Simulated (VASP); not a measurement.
Input of a VASP 6.6.1 run:

INCAR

```
SYSTEM = SiC
  PREC = Accurate
  ENCUT = 520
  EDIFF = 1E-6
  ISMEAR = 0
  SIGMA = 0.01
  LREAL = .FALSE.
  LASPH = .TRUE.
  NELM = 60
  ALGO = Normal
  ISIF = 2
  LWAVE = .FALSE.
  LCHARG = .TRUE.
  GGA = PE
  LELF = .TRUE.
  LVHAR = .TRUE.
  NBANDS = 16
```

Contents of KPOINTS:

```
Automatic mesh
0
G
  6 6 4
  0 0 0
```

POSCAR

```
SiC
1.0
    3.0753562392      0.0000000000      0.0000000000
   -1.5376781196      2.6633366288      0.0000000000
    0.0000000000      0.0000000000      4.9976270101
Si C
2 2
Direct
    0.3333333333      0.6666666667     -0.0009146521
    0.6666666667      0.3333333333      0.4990853479
    0.3333333333      0.6666666667      0.3759146521
    0.6666666667      0.3333333333      0.8759146521
```

Potentials or basis: VASP PAW PBE potentials, release 64 (Si, C).

Launch:

```bash
$ cat potpaw_PBE.64/Si/POTCAR potpaw_PBE.64/C/POTCAR > POTCAR
$ mpirun -np 1 vasp_std > vasp.out
```

Q: Estimate the pressure.

A: 5.8 GPa.

Q: What does it give for the largest force?

A: 0.017 eV/Å.

Q: Predict the band gap on the k mesh.

A: 2.33 eV, indirect (least direct gap 3.91 eV).

Stress tensor (GPa, compression positive):
```
4.16 0.00 0.00
0.00 4.16 0.00
0.00 0.00 8.94
```

Caveat: the cell differs from its parent crystal (uniaxial z strain -1.0%). A k mesh can miss the band edges.
